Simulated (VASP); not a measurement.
**Bi4Te3: single point with PBE**

The system is Bi4Te3.

```xyz
7
Lattice="2.2255 1.2849 13.9627 -2.2255 1.2849 13.9627 0.0000 -2.5698 13.9627" Properties=species:S:1:pos:R:3 pbc="T T T"
Bi    0.0000    0.0000   30.0407
Bi    0.0000    0.0000   11.8473
Bi    0.0000    0.0000    6.1156
Bi    0.0000    0.0000   35.7724
Te    0.0000    0.0000    0.0000
Te    0.0000    0.0000   17.8457
Te    0.0000    0.0000   24.0423
```

- Program: VASP 6.6.1
- Task: single point
- Functional: PBE
- Potentials or basis: VASP PAW PBE potentials, release 64 (Bi_d, Te)
- Cutoff: 520 eV
- k mesh: 6 × 6 × 6
- Occupations: gaussian, width 0.1 eV
- Spin: no spin polarisation
- Dipole correction: no
- Further INCAR settings: ALGO = Normal; EDIFF = 1e-06; NBANDS = 48

The pressure is 0.9 GPa, the largest force is 0.408 eV/Å and the band gap on the k mesh is 0.16 eV (least direct gap 0.33 eV).

Forces in eV/Å, atoms in the order of the input:
```
Bi   0.000  0.000 -0.212
Bi   0.000  0.000  0.212
Bi   0.000  0.000  0.366
Bi   0.000  0.000 -0.366
Te   0.000  0.000  0.000
Te   0.000  0.000 -0.408
Te   0.000  0.000  0.408
```

Stress tensor (GPa, compression positive):
```
1.17 0.00 0.00
0.00 1.17 0.00
0.00 0.00 0.44
```

Levels at points of the mesh, in eV from the valence-band top:
| k point | band 37 | band 38 | band 39 | band 40 | band 41 | band 42 |
| --- | --- | --- | --- | --- | --- | --- |
| (0.00, 0.00, 0.00) | -0.53 | -0.53 | -0.29 | 0.72 | 0.72 | 0.90 |
| (0.50, 0.00, 0.00) | -1.49 | -1.20 | -0.98 | 0.42 | 1.29 | 1.38 |
| (0.50, 0.50, 0.00) | -2.17 | -0.87 | -0.34 | 0.16 | 0.62 | 1.86 |
| (0.50, 0.50, 0.50) | -0.39 | -0.39 | -0.08 | 0.32 | 0.33 | 0.33 |

It took 51 min on 1 thread of AMD EPYC 9R45 96-Core Processor (Zen 5) (shared host), peak memory 2 GiB.

Caveat: spin-orbit coupling is left out, which moves the levels of the heavy elements. A k mesh can miss the band edges.
